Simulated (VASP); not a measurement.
Ga16AsP15: single point with PBEsol

Ga16AsP15:

```
Ga P As
1.0
    11.51651    0.00000    0.00000
     0.00000   13.31476    0.00000
     0.00000    0.00000   12.67344
Ga P As
48 45 3
Cartesian
  11.5084 2.2201 12.6692
  11.4704 2.2429 6.3598
  3.8459 2.2213 12.6536
  3.8842 2.2536 6.2977
  1.9144 5.5520 0.0098
  1.9203 5.5445 6.3416
  11.5156 8.8707 0.0079
  11.5098 8.8619 6.3406
  7.6836 2.2195 0.0086
  7.6832 2.2172 6.3418
  5.7671 5.5525 0.0113
  5.7676 5.5548 6.3386
  3.8398 8.8715 0.0042
  3.8447 8.8547 6.3457
  1.9197 12.1866 12.6645
  1.9137 12.1403 6.3653
  9.5983 5.5431 0.0049
  9.5920 5.5520 6.3441
  7.6824 8.8749 0.0042
  7.6831 8.8746 6.3460
  5.7626 12.1939 12.6150
  5.7581 12.2032 6.3315
  9.5964 12.2009 0.0056
  9.6066 12.2039 6.3470
  1.9141 1.1023 3.0900
  1.8661 1.0767 9.5247
  11.5109 4.4274 3.1768
  11.5140 4.4401 9.5138
  5.7582 1.1677 3.1774
  5.8088 1.0816 9.5210
  3.8290 4.4563 3.1568
  3.8370 4.5095 9.5374
  1.9060 7.7595 3.1756
  1.9063 7.7753 9.5099
  11.5106 11.0960 3.1699
  11.4987 11.0802 9.5148
  9.5913 1.1084 3.1738
  9.5882 1.1118 9.5149
  7.6809 4.4498 3.1758
  7.6717 4.4388 9.5126
  5.7567 7.7698 3.1741
  5.7620 7.7756 9.5130
  3.7848 11.0591 3.1961
  3.8351 11.0857 9.4992
  9.6003 7.7558 3.1712
  9.5935 7.7548 9.5136
  7.7250 11.0622 3.1983
  7.6872 11.0842 9.4942
  11.5029 2.2195 2.3562
  11.4980 2.2219 8.7217
  3.8375 2.2415 2.3488
  1.9033 5.5493 2.3736
  1.9089 5.5630 8.7096
  11.5133 8.8773 2.3748
  11.5043 8.8713 8.7079
  7.6883 2.2388 2.3726
  7.6892 2.2242 8.7066
  5.7629 5.5539 2.3747
  5.7668 5.5654 8.7083
  3.8278 8.8573 2.3733
  3.8374 8.8672 8.7101
  1.9088 12.1859 2.3526
  1.9039 12.1791 8.7235
  9.6039 5.5441 2.3723
  9.5951 5.5416 8.7113
  7.6872 8.8615 2.3727
  7.6854 8.8687 8.7095
  5.7658 12.1891 8.7028
  9.6033 12.2062 2.3735
  9.6003 12.2113 8.7101
  1.9102 1.0990 11.8885
  11.5060 4.4469 5.5451
  11.5157 4.4379 11.8775
  5.7749 1.1114 5.5353
  5.7698 1.1072 11.8756
  3.8460 4.4647 5.5225
  3.8385 4.4539 11.8941
  1.9155 7.7605 5.5432
  1.9157 7.7659 11.8782
  11.5062 11.0732 5.5387
  11.5071 11.0848 11.8786
  9.5861 1.1031 5.5402
  9.5916 1.1026 11.8795
  7.6780 4.4342 5.5437
  7.6759 4.4349 11.8793
  5.7664 7.7668 5.5405
  5.7598 7.7666 11.8811
  3.8369 11.0682 5.5574
  3.8341 11.0815 11.8598
  9.5899 7.7610 5.5388
  9.5960 7.7594 11.8808
  7.6862 11.0909 5.5578
  7.6877 11.0847 11.8598
  3.8413 2.2302 8.7215
  5.7568 12.1979 2.3708
  1.9108 1.0964 5.5179
```

```json
{
  "Program": "VASP 6.6.1",
  "Task": "single point",
  "Functional": "PBEsol",
  "Potentials or basis": "VASP PAW PBE potentials, release 64 (Ga_d, P, As)",
  "Cutoff": "500 eV",
  "k mesh": "1 × 1 × 1, shifted",
  "Occupations": "fermi-dirac, width 0.05 eV",
  "Spin": "no spin polarisation",
  "Dipole correction": "no",
  "Further INCAR settings": "LREAL = Auto; ALGO = Normal; EDIFF = 1e-06; NBANDS = 486; ISYM = -1"
}
```

```
Pressure               : -0.1 GPa
Largest force          : 0.031 eV/Å
Band gap on the k mesh : 1.59 eV
```

Forces in eV/Å, atoms in the order of the input:
```
Ga   0.000  0.000  0.000
Ga  -0.012  0.014  0.007
Ga  -0.001  0.002 -0.005
Ga   0.020  0.014 -0.018
Ga   0.000  0.002  0.003
Ga   0.001  0.003 -0.004
Ga   0.000  0.001  0.000
Ga   0.000  0.000 -0.005
Ga  -0.001  0.001  0.001
Ga   0.000  0.001 -0.008
Ga  -0.002  0.003  0.000
Ga   0.000  0.004 -0.004
Ga  -0.001  0.002  0.000
Ga   0.002  0.002  0.000
Ga  -0.001  0.001 -0.001
Ga   0.006 -0.011  0.008
Ga   0.000  0.001  0.000
Ga  -0.001  0.003 -0.005
Ga   0.000  0.001 -0.002
Ga   0.001  0.003 -0.003
Ga   0.001 -0.001 -0.018
Ga   0.002  0.003 -0.006
Ga  -0.001  0.000 -0.001
Ga   0.001  0.000  0.000
Ga   0.000  0.000 -0.024
Ga  -0.015 -0.008  0.002
Ga   0.001  0.001 -0.002
Ga  -0.004  0.000  0.000
Ga  -0.002  0.014  0.003
Ga   0.015 -0.010  0.004
Ga   0.002 -0.002 -0.004
Ga  -0.004  0.015  0.003
Ga   0.000 -0.001  0.000
Ga  -0.002 -0.001 -0.002
Ga   0.000 -0.002 -0.001
Ga   0.002 -0.004  0.001
Ga   0.000 -0.002  0.001
Ga  -0.002  0.000  0.000
Ga   0.001 -0.002  0.001
Ga   0.000 -0.001  0.000
Ga   0.000 -0.001  0.000
Ga  -0.001 -0.001 -0.002
Ga  -0.013 -0.009  0.004
Ga  -0.002 -0.004 -0.003
Ga  -0.001 -0.002  0.000
Ga   0.001 -0.001  0.000
Ga   0.012 -0.011  0.003
Ga  -0.002 -0.003 -0.005
P    0.004  0.000  0.001
P    0.008 -0.002 -0.001
P    0.005  0.001 -0.007
P   -0.003 -0.001  0.002
P    0.001  0.003  0.003
P   -0.001  0.004  0.003
P    0.000  0.004  0.003
P   -0.001  0.004  0.002
P    0.001 -0.002  0.001
P   -0.004  0.001  0.001
P    0.003  0.002  0.005
P    0.000  0.005 -0.001
P    0.002  0.004  0.004
P    0.001 -0.001  0.002
P    0.005  0.001 -0.002
P    0.000 -0.005  0.000
P    0.001 -0.001  0.001
P    0.002  0.002  0.001
P    0.004  0.004  0.003
P    0.001 -0.002  0.004
P   -0.003  0.003  0.001
P   -0.002  0.002  0.003
P    0.001  0.000  0.001
P   -0.002 -0.004  0.003
P   -0.001 -0.004  0.002
P   -0.007  0.001  0.005
P    0.004  0.001  0.000
P    0.000 -0.006  0.004
P   -0.001 -0.001  0.001
P    0.001 -0.001  0.002
P    0.001 -0.002  0.001
P   -0.003 -0.004  0.002
P    0.003  0.004  0.000
P    0.000  0.002  0.006
P    0.003  0.001  0.001
P    0.001 -0.001  0.005
P   -0.001 -0.002  0.002
P   -0.001 -0.002  0.004
P   -0.001 -0.003  0.001
P   -0.001 -0.006  0.006
P    0.005  0.000  0.000
P    0.000 -0.002  0.005
P    0.000  0.000  0.000
P   -0.004 -0.003 -0.001
P   -0.002  0.000  0.000
As  -0.013 -0.009 -0.016
As  -0.003  0.003  0.001
As   0.001  0.001  0.018
```

Stress tensor (GPa, compression positive):
```
-0.08  0.08  0.06
 0.08 -0.07 -0.01
 0.06 -0.01 -0.06
```

Levels at points of the mesh, in eV from the valence-band top:
```tsv
k point	band 428	band 429	band 430	band 431	band 432	band 433	band 434	band 435	band 436	band 437
(0.25, 0.25, 0.25)	-0.56	-0.50	-0.43	-0.22	0.00	1.59	1.73	1.84	1.94	2.15
```

It took 11 min on 4 MPI ranks on Intel(R) Xeon(R) 6975P-C (Granite Rapids), on a shared host, peak memory 0.69 GiB a rank.

Caveat: the PAW data sets were made with another functional, which shifts forces and pressure a little; a shifted mesh leaves out Γ, where band edges can lie. A k mesh can miss the band edges.
